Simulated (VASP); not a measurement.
# Sr in VASP: a series of runs

Sr is run at these levels: PBE; tasks: single point.

All numbers are computed with VASP 6.6.1; they aren't measurements. Logs are shortened: lines on timing, memory, paths and dates and some standing lists are left out, and cuts for length are marked.

## Step 1: The cell of the first run

It takes space group P6_3/mmc (No. 194, hexagonal). Conventional cell: a = 4.348 Å, b = 4.348 Å, c = 14.251 Å, α = 90.00°, β = 90.00°, γ = 120.00°. Sr (site symmetry -3m) has 12 Sr at 4.35 to 4.36 Å within 5.7 Å. Sr (site symmetry -6m2) has 12 Sr at 4.35 to 4.36 Å within 5.7 Å.

This isn't the form of Sr at room conditions, which is fcc.

## Step 2: Single point, PBE (58.33 Å³/atom)

INCAR

```
SYSTEM = Sr
PREC     = Accurate       ! precision mode
ENCUT    = 520            ! plane-wave cutoff, eV
EDIFF    = 1E-6           ! SCF threshold, eV
ISMEAR   = 0              ! smearing method
SIGMA    = 0.1            ! smearing width, eV
LREAL    = .False.        ! projectors in reciprocal space
LASPH    = .True.         ! aspherical terms in the spheres
NELM     = 80             ! most SCF steps
ALGO     = Fast           ! electronic algorithm
ISIF     = 2              ! what is computed and relaxed
LWAVE    = .False.        ! write WAVECAR
LCHARG   = .False.        ! write CHGCAR
GGA      = PE             ! functional
NBANDS   = 28             ! bands
```

KPOINTS

```
Automatic mesh
0
Gamma
  12 12 4
  0 0 0
```

POSCAR

```
Sr
1.0
    4.3479987740      0.0000000000      0.0000000000
   -2.1739993870      3.7654773939      0.0000000000
    0.0000000000      0.0000000000     14.2508981969
Sr
4
Direct
    0.0000000000      0.0000000000      0.0000000000
    0.3333333333      0.6666666667      0.2500000000
    0.0000000000      0.0000000000      0.5000000000
    0.6666666667      0.3333333333      0.7500000000
```

Potentials or basis: VASP PAW PBE potentials, release 64 (Sr_sv).

The run is started by

```console
cat potpaw_PBE.64/Sr_sv/POTCAR > POTCAR
mpirun -np 1 vasp_std > vasp.out
```

OUTCAR:

```text
SYSTEM = Sr
   PREC = Accurate
   ENCUT = 520
   EDIFF = 1E-6
   ISMEAR = 0
   LREAL = .False.
   LASPH = .True.
   NELM = 80
   ISIF = 2
   GGA = PE

 ion  position               nearest neighbor table
   1  0.000  0.000  0.000-   2 4.36   4 4.36   2 4.36   4 4.36   4 4.36   2 4.36
   2  0.333  0.667  0.250-   1 4.36   3 4.36   1 4.36   3 4.36   1 4.36   3 4.36
   3  0.000  0.000  0.500-   2 4.36   4 4.36   2 4.36   4 4.36   4 4.36   2 4.36
   4  0.667  0.333  0.750-   1 4.36   3 4.36   1 4.36   3 4.36   1 4.36   3 4.36

  LATTYP: Found a hexagonal cell.
 ALAT       =     4.3479987740
 C/A-ratio  =     3.2775764064

  Lattice vectors:

 A1 = (   4.3479987740,   0.0000000000,   0.0000000000)
 A2 = (  -2.1739993870,   3.7654773939,   0.0000000000)
 A3 = (   0.0000000000,   0.0000000000,  14.2508981969)

Analysis of symmetry for initial positions (statically):
=====================================================================
 Subroutine PRICEL returns:
 Original cell was already a primitive cell.

 Routine SETGRP: Setting up the symmetry group for a
 hexagonal supercell.

 Subroutine GETGRP returns: Found 24 space group operations
 (whereof 12 operations were pure point group operations)
 out of a pool of 24 trial point group operations.

The static configuration has the point symmetry D_3d.
 The point group associated with its full space group is D_6h.

Analysis of symmetry for dynamics (positions and initial velocities):
=====================================================================
 Subroutine PRICEL returns:
 Original cell was already a primitive cell.

 Routine SETGRP: Setting up the symmetry group for a
 hexagonal supercell.

 Subroutine GETGRP returns: Found 24 space group operations
 (whereof 12 operations were pure point group operations)
 out of a pool of 24 trial point group operations.

The dynamic configuration has the point symmetry D_3d.
 The point group associated with its full space group is D_6h.

 Subroutine INISYM returns: Found 24 space group operations
 (whereof 12 operations are pure point group operations),
 and found     1 'primitive' translations

----------------------------------------------------------------------------------------

                                     Primitive cell

  volume of cell :     233.3199

  direct lattice vectors                    reciprocal lattice vectors
     4.347998774  0.000000000  0.000000000     0.229990865  0.132785288  0.000000000
    -2.173999387  3.765477394  0.000000000     0.000000000  0.265570576  0.000000000
     0.000000000  0.000000000 14.250898197     0.000000000  0.000000000  0.070171016

  length of vectors
     4.347998774  4.347998774 14.250898197     0.265570576  0.265570576  0.070171016

  position of ions in fractional coordinates (direct lattice)
     0.000000000  0.000000000  0.000000000
     0.333333333  0.666666667  0.250000000
     0.000000000  0.000000000  0.500000000
     0.666666667  0.333333333  0.750000000

  ion indices of the primitive-cell ions
   primitive index   ion index
                 1           1
                 2           2
                 3           3
                 4           4

----------------------------------------------------------------------------------------

 KPOINTS: Automatic mesh

Automatic generation of k-mesh.
 Grid dimensions read from file:
 generate k-points for:   12   12    4

 Generating k-lattice:

  Cartesian coordinates                     Fractional coordinates (reciprocal lattice)
     0.019165905  0.011065441  0.000000000     0.083333333  0.000000000  0.000000000
     0.000000000  0.022130881  0.000000000     0.000000000  0.083333333  0.000000000
     0.000000000  0.000000000  0.017542754     0.000000000  0.000000000  0.250000000

  Length of vectors
     0.022130881  0.022130881  0.017542754

  Shift w.r.t. Gamma in fractional coordinates (k-lattice)
     0.000000000  0.000000000  0.000000000

 Subroutine IBZKPT returns following result:
 ===========================================

 Found     57 irreducible k-points:

 Following reciprocal coordinates:
            Coordinates               Weight
  0.000000  0.000000  0.000000      1.000000
  0.083333 -0.000000  0.000000      6.000000
  0.166667  0.000000  0.000000      6.000000
  0.250000  0.000000  0.000000      6.000000
  0.333333  0.000000  0.000000      6.000000
  0.416667 -0.000000  0.000000      6.000000
[... 16 lines left out ...]
  0.250000  0.000000  0.250000     12.000000
  0.333333  0.000000  0.250000     12.000000
 [... further k-points ...]
   k-points           NKPTS =     57   k-points in BZ     NKDIM =     57   number of bands    NBANDS=     28
   number of dos      NEDOS =    301   number of ions     NIONS =      4
   total plane-waves  NPLWV = 110592
   dimension x,y,z NGX =    32 NGY =   32 NGZ =  108
   dimension x,y,z NGXF=    64 NGYF=   64 NGZF=  216
   ions per type =               4
   NGX,Y,Z   is equivalent  to a cutoff of  12.24, 12.24, 12.60 a.u.
   NGXF,Y,Z  is equivalent  to a cutoff of  24.47, 24.47, 25.20 a.u.
 SYSTEM =  Sr
   PREC   = accura    normal or accurate (medium, high low for compatibility)
   ISTART =      0    job   : 0-new  1-cont  2-samecut
   ICHARG =      2    charge: 1-file 2-atom 10-const
   ISPIN  =      1    spin polarized calculation?
   LNONCOLLINEAR =      F non collinear calculations
   LSORBIT =      F    spin-orbit coupling
   LASPH  =      T    aspherical Exc in radial PAW
   ENCUT  =  520.0 eV  38.22 Ry    6.18 a.u.   8.08  8.08 26.50*2*pi/ulx,y,z
   NELM   =     80;   NELMIN=  2; NELMDL= -5     # of ELM steps
   EDIFF  = 0.1E-05   stopping-criterion for ELM
   LREAL  =      F    real-space projection
   EDIFFG = 0.1E-04   stopping-criterion for IOM
   NSW    =      0    number of steps for IOM
   IBRION =     -1    ionic relax: 0-MD 1-quasi-New 2-CG
   NFREE  =      0    steps in history (QN), initial steepest desc. (CG)
   ISIF   =      2    stress and relaxation
   ISYM   =      2    0-nonsym 1-usesym 2-fastsym
   POTIM  = 0.5000    time-step for ionic-motion
   TEBEG  =    0.0;   TEEND  =   0.0 temperature during run
   PSTRESS=    0.0 pullay stress
   NELECT =      40.0000    total number of electrons
   NUPDOWN=      -1.0000    fix difference up-down
   EMIN   =  10.00;   EMAX   =-10.00  energy-range for DOS
   EFERMI =   0.00;   METHOD = LEGACY
   ISMEAR =     0;   SIGMA  =   0.10  broadening in eV -4-tet -1-fermi 0-gaus
   EFERMI_NEDOS =   21; number of points for ismear=-14 and -15
   IALGO  =     68    algorithm
   IMIX   =      4    mixing-type and parameters
     AMIX     =   0.40;   BMIX     =  1.00
     AMIX_MAG =   1.60;   BMIX_MAG =  1.00
  volume/ion in A,a.u.               =      58.33       393.63
  Fermi-wavevector in a.u.,A,eV,Ry     =   0.909447  1.718606 11.253305  0.827095
  Thomas-Fermi vector in A             =   2.033493
   LORBIT       =      0    0 simple, 1 ext, 2 COOP (PROOUT), +10 PAW based schemes
   GGA     = PE    functional components
   LHFCALC =     F    Hartree Fock is set to
   AEXX    =    0.0000 exact exchange contribution
   IVDW    =     0    specifies the selected vdW correction
   LEPSILON=     F    determine dielectric tensor
   LRPA    =     F    only Hartree local field effects (RPA)
 non-spin polarized calculation
 RMM-DIIS sequential band-by-band and
 Gauss-broadening in eV      SIGMA  =   0.10
  energy-cutoff  :      520.00
  volume of cell :      233.32
 maximum number of plane-waves:      6312
   NGX = 17   NGY = 17   NGZ = 53

 number of electron      40.0000001 magnetization

 Free energy of the ion-electron system (eV)
  ---------------------------------------------------
  ext. energy  EPLUGINS =         0.00000000
  ---------------------------------------------------
  free energy    TOTEN  =        -6.52986915 eV

  energy without entropy =       -6.50474045  energy(sigma->0) =       -6.51730480

 E-fermi :   1.4001     XC(G=0):  -7.1747

 val. band max:        1.3870826277   @ k =   0.3333   0.1667   0.0000
 cond. band min:       1.4003185244   @ k =   0.2500   0.0833   0.0000
 fundamental gap:      0.0132358967
 Fermi energy:         1.4001299527

 k-point     1 :       0.0000    0.0000    0.0000
  band No.  band energies     occupation
      1     -35.3475      2.00000
      2     -35.3438      2.00000
      3     -35.3403      2.00000
      4     -35.3366      2.00000
      5     -17.3977      2.00000
      6     -17.3233      2.00000
[... 20 lines left out ...]
     27       3.6367      0.00000
     28       3.7704      0.00000

 k-point     2 :       0.0833   -0.0000    0.0000
  band No.  band energies     occupation
      1     -35.3468      2.00000
      2     -35.3433      2.00000
      3     -35.3398      2.00000
      4     -35.3363      2.00000
      5     -17.3943      2.00000
      6     -17.3242      2.00000
[... 20 lines left out ...]
     27       3.6249      0.00000
     28       3.7872      0.00000

 k-point     3 :       0.1667    0.0000    0.0000
  band No.  band energies     occupation
      1     -35.3451      2.00000
      2     -35.3420      2.00000
      3     -35.3385      2.00000
      4     -35.3354      2.00000
      5     -17.3845      2.00000
      6     -17.3293      2.00000
[... 20 lines left out ...]
     27       3.6573      0.00000
     28       3.8324      0.00000

 k-point     4 :       0.2500    0.0000    0.0000
  band No.  band energies     occupation
      1     -35.3427      2.00000
      2     -35.3403      2.00000
      3     -35.3368      2.00000
      4     -35.3343      2.00000
      5     -17.3707      2.00000
      6     -17.3452      2.00000
[... 578 lines left out ...]
     27       3.6093      0.00000
     28       3.8307      0.00000

 k-point    23 :       0.2500    0.0000    0.2500
  band No.  band energies     occupation
      1     -35.3425      2.00000
      2     -35.3408      2.00000
      3     -35.3362      2.00000
      4     -35.3346      2.00000
      5     -17.3689      2.00000
      6     -17.3547      2.00000
[... 20 lines left out ...]
     27       3.4301      0.00000
     28       3.5487      0.00000

 k-point    24 :       0.3333    0.0000    0.2500
  band No.  band energies     occupation
      1     -35.3400      2.00000
      2     -35.3389      2.00000
      3     -35.3347      2.00000
      4     -35.3335      2.00000
      5     -17.3741      2.00000
      6     -17.3644      2.00000
[... 20 lines left out ...]
     27       3.1505      0.00000
     28       3.3624      0.00000

 [... further k-points ...]

------------------------ aborting loop because EDIFF is reached ----------------------------------------

  FORCE on cell =-STRESS in cart. coord.  units (eV):
  Direction    XX          YY          ZZ          XY          YZ          ZX
  --------------------------------------------------------------------------------------
  -------------------------------------------------------------------------------------
  Total       -0.8980238     -0.8980238     -0.8920657      0.0000000      0.0000000      0.0000000
  in kB       -6.1666137     -6.1666137     -6.1256998      0.0000000      0.0000000      0.0000000
  external PRESSURE =      -6.1529758 kB  Pullay stress =       0.0000000 kB

 VOLUME and BASIS-vectors are now :
 -----------------------------------------------------------------------------
  energy-cutoff  :      520.00
  volume of cell :      233.32
      direct lattice vectors                 reciprocal lattice vectors
     4.347998774  0.000000000  0.000000000     0.229990865  0.132785288  0.000000000
    -2.173999387  3.765477394  0.000000000     0.000000000  0.265570576  0.000000000
     0.000000000  0.000000000 14.250898197     0.000000000  0.000000000  0.070171016

 POSITION                                       TOTAL-FORCE (eV/Angst)
 -----------------------------------------------------------------------------------
      0.00000      0.00000      0.00000        -0.000000      0.000000      0.000000
     -0.00000      2.51032      3.56272         0.000000     -0.000000      0.000000
      0.00000      0.00000      7.12545        -0.000000      0.000000      0.000000
      2.17400      1.25516     10.68817        -0.000000      0.000000     -0.000000
 -----------------------------------------------------------------------------------
    total drift:                               -0.000000      0.000000      0.000000

  FREE ENERGIE OF THE ION-ELECTRON SYSTEM (eV)
  ---------------------------------------------------
  free  energy   TOTEN  =        -6.5298691529 eV

  energy  without entropy=       -6.5047404478  energy(sigma->0) =       -6.51730480
```

It took 3.9 min on 1 thread of Intel Xeon 6975P-C (Granite Rapids), shared host; peak memory 0.49 GiB.

Results:

| Property | Result |
| --- | --- |
| Free energy | -6.5299 eV |
| Pressure | -0.6 GPa |
| Band gap on the k mesh | zero (bands 20 and 21 overlap by 0.22 eV) |

## Step 3: Single point, PBE (60.53 Å³/atom)

This run uses another cell than the first one, of 60.53 Å³/atom.

INCAR

```
PREC     = Accurate       # precision mode
ENCUT    = 520            # plane-wave cutoff, eV
EDIFF    = 1E-7           # SCF threshold, eV
ISMEAR   = 0              # smearing method
SIGMA    = 0.1            # smearing width, eV
LREAL    = False          # projectors in reciprocal space
LASPH    = True           # aspherical terms in the spheres
NELM     = 80             # most SCF steps
ALGO     = Fast           # electronic algorithm
ISIF     = 2              # what is computed and relaxed
LWAVE    = False          # write WAVECAR
LCHARG   = True           # write CHGCAR
GGA      = PE             # functional
LELF     = True           # ELF
LVHAR    = True         
NBANDS   = 28             # bands
```

KPOINTS

```
Automatic mesh
0
Gamma
  12 12 4
```

POSCAR

```
Sr
1.0
    4.4020167045      0.0000000000      0.0000000000
   -2.2010083522      3.8122582940      0.0000000000
    0.0000000000      0.0000000000     14.4279460914
Sr
4
Direct
    0.0000000000      0.0000000000      0.0000000000
    0.3333333333      0.6666666667      0.2500000000
    0.0000000000      0.0000000000      0.5000000000
    0.6666666667      0.3333333333      0.7500000000
```

Potentials or basis: VASP PAW PBE potentials, release 64 (Sr_sv).

The run is started by

```console
cat potpaw_PBE.64/Sr_sv/POTCAR > POTCAR
mpirun -np 1 vasp_std > vasp.out
```

Wall time 6.7 min (1 thread of Intel Xeon 6975P-C (Granite Rapids), shared host); peak memory 0.55 GiB.

It converged, with:

| Property | Result |
| --- | --- |
| Free energy | -6.4870 eV |
| Pressure | -1.0 GPa |
| Band gap on the k mesh | zero (bands 20 and 21 overlap by 0.23 eV) |

Levels at points of the mesh, in eV from the Fermi level:
| k point | band 18 | band 19 | band 20 | band 21 | band 22 | band 23 |
| --- | --- | --- | --- | --- | --- | --- |
| (0.00, 0.00, 0.00) | -2.64 | -2.64 | -1.10 | -0.06 | 1.20 | 1.22 |
| (0.50, 0.00, 0.00) | -0.78 | -0.76 | -0.56 | 0.03 | 0.13 | 0.33 |
| (0.00, 0.00, 0.50) | -3.28 | -1.75 | -1.75 | 0.47 | 0.47 | 1.88 |
| (0.50, 0.00, 0.50) | -0.99 | -0.61 | -0.61 | 0.07 | 0.07 | 0.37 |

## Step 4: Single point, PBE

This run uses another cell than the first one: it holds 8 atoms, not 4.

INCAR

```
PREC     = Accurate       # precision mode
ENCUT    = 520            # plane-wave cutoff, eV
EDIFF    = 1E-6           # SCF threshold, eV
ISMEAR   = 0              # smearing method
SIGMA    = 0.2            # smearing width, eV
LREAL    = F              # projectors in reciprocal space
LASPH    = T              # aspherical terms in the spheres
NELM     = 80             # most SCF steps
ALGO     = Fast           # electronic algorithm
ISIF     = 2              # what is computed and relaxed
LWAVE    = F              # write WAVECAR
LCHARG   = T              # write CHGCAR
GGA      = PE             # functional
LELF     = T              # ELF
LVHAR    = T            
NBANDS   = 50             # bands
```

KPOINTS

```
Automatic mesh
0
Gamma
  6 4 2
```

POSCAR

```
Sr
1.0
    2.1494132091     -3.7076735548      0.0068726225
   -6.3948700521     -3.6765346555     -0.0082607568
   -0.0243887236      0.0116599849    -13.9857598618
Sr
8
Direct
    0.4992891162      0.4980098697     -0.0000497997
   -0.0003061759     -0.0015505105      0.0001560851
    0.4981421391      0.8368128461      0.7501176453
    0.9960081914      0.3367244825      0.7495092476
    0.4998577016      0.5006610002      0.4997361373
    0.0003633555      0.0006424369      0.4999538497
    1.0033159752      0.6642791248      0.2504064488
    0.5033296970      0.1644207505      0.2501703858
```

The run is started by

```console
cat potpaw_PBE.64/Sr_sv/POTCAR > POTCAR
mpirun -np 1 vasp_std > vasp.out
```

Wall time 38 min (1 thread of Intel Xeon 8259CL, shared host); peak memory 0.71 GiB.

Results (log left out):

```yaml
Free_energy: -13.1610 eV
Pressure: 0.0 GPa
Largest_force: 0.011 eV/Å
Band_gap_on_the_k_mesh: zero (bands 40 and 41 overlap by 0.17 eV)
```

Forces on the atoms (eV/Å):
```
Sr  -0.008 -0.005 -0.001
Sr  -0.001 -0.002  0.001
Sr   0.001  0.006  0.002
Sr   0.005 -0.004 -0.008
Sr   0.000  0.000 -0.006
Sr   0.001  0.000 -0.003
Sr  -0.001  0.002  0.011
Sr   0.002  0.003  0.003
```

Levels at points of the mesh, in eV from the Fermi level:
```
           k point  band 36  band 37  band 38  band 39  band 40  band 41  band 42  band 43  band 44  band 45
(0.00, 0.00, 0.00)    -1.12    -1.10    -0.79    -0.73    -0.56     0.05     0.07     0.24     0.29     0.32
(0.50, 0.00, 0.00)    -0.77    -0.76    -0.76     0.15     0.15     0.24     0.25     0.26     0.26     0.61
(0.00, 0.50, 0.00)    -1.95    -1.94    -1.94    -0.29    -0.29     0.01     0.01     0.93     0.94     1.08
(0.50, 0.50, 0.00)    -0.81    -0.77    -0.75    -0.59    -0.58     0.08     0.08     0.24     0.24     0.30
(0.00, 0.00, 0.50)    -1.76    -0.99    -0.99    -0.61    -0.60     0.11     0.12     0.36     0.37     0.53
(0.50, 0.00, 0.50)    -1.21    -0.18    -0.18    -0.17    -0.16     0.34     0.34     0.34     0.34     0.45
(0.00, 0.50, 0.50)    -2.56    -1.06    -1.06    -1.05    -1.05     0.53     0.54     0.54     0.54     1.11
(0.50, 0.50, 0.50)    -1.00    -0.65    -0.64    -0.63    -0.62     0.11     0.12     0.12     0.13     0.37
```

## Step 5: The runs side by side

```csv
cell,k mesh,smearing,further INCAR settings,gap on the mesh (eV),pressure (GPa)
"a = 4.348, b = 4.348, c = 14.251 Å, angles 90.0, 90.0, 120.0°, 4 atoms, atomic positions A",12 × 12 × 4,gaussian 0.1 eV,ALGO = Fast; EDIFF = 1e-06; NBANDS = 28,none,-0.6
"a = 4.402, b = 4.402, c = 14.428 Å, angles 90.0, 90.0, 120.0°, 4 atoms, atomic positions A",12 × 12 × 4,gaussian 0.1 eV,ALGO = Fast; EDIFF = 1e-07; NBANDS = 28,none,-1.0
"a = 4.286, b = 7.376, c = 13.986 Å, angles 89.9, 90.2, 90.2°, 8 atoms, atomic positions B",6 × 4 × 2,gaussian 0.2 eV,ALGO = Fast; EDIFF = 1e-06; NBANDS = 50,none,0.0
```

Alike in all rows: task single point; level PBE; potentials or basis VASP PAW PBE potentials, release 64 (Sr_sv); no spin polarisation; cutoff (eV) 520.

Total energies depend on the potentials used, so only differences within one code and one set of settings carry meaning.

The gap in the log of VASP goes by the Fermi energy; the results here count the filled bands.